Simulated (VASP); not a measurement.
# BiTe3: single point with r2SCAN

BiTe3:

```
Bi Te
1.0
     4.91223    0.00000    0.00000
     0.00000    4.91223    0.00000
     0.00000    0.00000    4.91223
Bi Te
1 3
Cartesian
  0.0000 0.0000 0.0000
  0.0000 2.4561 2.4561
  2.4561 0.0000 2.4561
  2.4561 2.4561 0.0000
```

| Quantity | Value |
| --- | --- |
| Program | VASP 6.6.1 |
| Task | single point |
| Functional | r2SCAN |
| Potentials or basis | VASP PAW PBE potentials, release 64 (Bi_d, Te) |
| Cutoff | 520 eV |
| k mesh | 4 × 4 × 4 |
| Occupations | gaussian, width 0.1 eV |
| Spin | no spin polarisation |

| Quantity | Value |
| --- | --- |
| Pressure | -0.2 GPa |

Levels at points of the mesh, in eV from the Fermi level:
| k point | band 15 | band 16 | band 17 | band 18 | band 19 | band 20 |
| --- | --- | --- | --- | --- | --- | --- |
| (0.00, 0.00, 0.00) | -1.02 | -0.18 | -0.18 | -0.18 | 3.71 | 3.71 |
| (0.50, 0.00, 0.00) | -1.80 | -1.13 | -0.21 | 0.55 | 0.55 | 1.52 |
| (0.50, 0.50, 0.00) | -2.26 | -2.23 | -1.12 | 1.42 | 1.47 | 2.60 |
| (0.50, 0.50, 0.50) | 1.48 | 1.48 | 1.61 | 1.61 | 3.19 | 3.19 |

Wall time 76 s on 1 thread of Intel(R) Xeon(R) Platinum 8488C (Sapphire Rapids), on a shared host, peak memory 0.26 GiB.

Caveat: the PAW data sets were made with another functional, which shifts forces and pressure a little; spin-orbit coupling is left out, which moves the levels of the heavy elements.
